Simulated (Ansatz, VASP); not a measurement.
Two plane-wave programs on MgS5

```
CELL_PARAMETERS angstrom
5.78105 0.00000 0.00000
-2.89052 5.00653 0.00000
0.00000 0.00000 4.73226
ATOMIC_POSITIONS crystal
Mg 0.00000 0.00000 0.00000
S 0.50000 0.00000 0.50000
S 0.50000 0.50000 0.50000
S 0.00000 0.50000 0.50000
S 0.33333 0.66667 0.00000
S 0.66667 0.33333 0.00000
```

Change from the starting cell: species swapped into the YCu5 type (P6/mmm, No. 191).

Alike in both runs: task single point; functional PBE; k mesh 3 × 3 × 4; occupations gaussian, width 0.1 eV; no spin polarisation.

```csv
,VASP,Ansatz
version,VASP 6.6.1,Ansatz 0.2.0
potentials or method,"VASP PAW PBE potentials, release 64 (Mg, S), cutoff 520 eV","scalar-relativistic, plane waves, PAW"
valence electrons in the cell,32,40
```

|  | VASP | Ansatz | Ansatz less VASP |
| --- | --- | --- | --- |
| gap on the k mesh at the Fermi level (eV) | none | none | - |
| pressure (GPa) | -8.4 | -8.4 | +0.07 |
| traceless stress, the component that is largest in VASP (GPa) | -3.66 | -3.64 | +0.011 |

A gap of «none» marks a metal or a gap that the smearing closes. The functional is the same, so the differences come from potentials, cutoffs and numerics. VASP's potentials hold 32 valence electrons a cell and Ansatz's 40, so a difference there can come from the potentials and not from the codes.

The k mesh is coarse, so the values compare programs but aren't converged.
